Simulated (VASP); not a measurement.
**MnS: single point with PBE**

Crystal: MnS.

```
Mn S
1.0
     0.00000    2.60450    2.60450
     2.60450    0.00000    2.60450
     2.60450    2.60450    0.00000
Mn S
1 1
Direct
  0.00000 0.00000 0.00000
  0.50000 0.50000 0.50000
```

```
Program                : VASP 6.6.1
Task                   : single point
Functional             : PBE
Potentials or basis    : VASP PAW PBE potentials, release 64 (Mn_pv, S)
Cutoff                 : 520 eV
k mesh                 : 5 × 5 × 5
Occupations            : fermi-dirac, width 0.15 eV
Spin                   : collinear spin, ferromagnetic start
Starting moments       : [2.8, 0.0] μB
Dipole correction      : no
Further INCAR settings : ALGO = Normal; EDIFF = 1e-06; NBANDS = 20
```

```json
{
  "Pressure": "-4.1 GPa",
  "Net moment": "4.58 μB per cell",
  "Site moments": "Mn +4.18; S +0.08 μB",
  "Valence electrons inside the program's atomic spheres": "Mn 11.31; S 3.72"
}
```

Levels at points of the mesh, in eV from the Fermi level:
Spin up:
```csv
k point,band 8,band 9,band 10,band 11,band 12,band 13,band 14,band 15,band 16,band 17
"(0.00, 0.00, 0.00)",-3.28,-3.28,-1.95,-1.95,-1.95,1.66,8.55,8.55,8.55,10.58
```
Spin down:
```csv
k point,band 3,band 4,band 5,band 6,band 7,band 8,band 9,band 10,band 11,band 12
"(0.00, 0.00, 0.00)",-46.23,-14.40,-1.77,-1.77,-1.77,0.24,0.24,0.24,0.29,0.29
```

Wall time 21 s on 1 thread of AMD EPYC 7R43 64-Core Processor (Zen 3) (shared host), peak memory 0.13 GiB.

Caveat: the k points lie up to 0.42 Å⁻¹ apart; a cell with one magnetic atom can't hold antiferromagnetic order, which such compounds often take; semilocal functionals often make such compounds metallic where correlation or magnetic order opens a gap, which also shifts bond lengths. With open d or f shells a metallic result of PBE can be an artefact of self-interaction; +U or a hybrid may open a gap.
